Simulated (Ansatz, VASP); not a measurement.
# SiO2: VASP beside Ansatz

```
CELL_PARAMETERS angstrom
4.26359 0.00000 0.00000
0.00000 4.26359 0.00000
0.00000 0.00000 2.54877
ATOMIC_POSITIONS crystal
Si 0.50000 0.50000 0.50000
Si 0.00000 0.00000 0.00000
O 0.69301 0.69301 0.00000
O 0.19301 0.80699 0.50000
O 0.30699 0.30699 0.00000
O 0.80699 0.19301 0.50000
```

Alike in both runs: task single point; functional PBE; k mesh 6 × 6 × 10; occupations gaussian, width 0.05 eV; no spin polarisation.

|  | VASP | Ansatz |
| --- | --- | --- |
| version | VASP 6.6.1 | Ansatz 0.2.0 |
| potentials or method | VASP PAW PBE potentials, release 64 (Si, O), cutoff 520 eV | scalar-relativistic, plane waves, PAW |
| valence electrons in the cell | 32 | 32 |

|  | VASP | Ansatz | Ansatz less VASP |
| --- | --- | --- | --- |
| gap on the k mesh at the Fermi level (eV) | 5.94 | 5.96 | +0.022 |
| least direct gap on the mesh (eV) | 5.94 | 5.96 | +0.022 |
| pressure (GPa) | 17.8 | 17.4 | -0.35 |
| traceless stress, the component that is largest in VASP (GPa) | 23.97 | 23.24 | -0.732 |
| rms of the force components (eV/Å) | 0.008 | 0.026 | +0.0189 |

Atom by atom the forces differ by 0.019 eV/Å (rms over components).
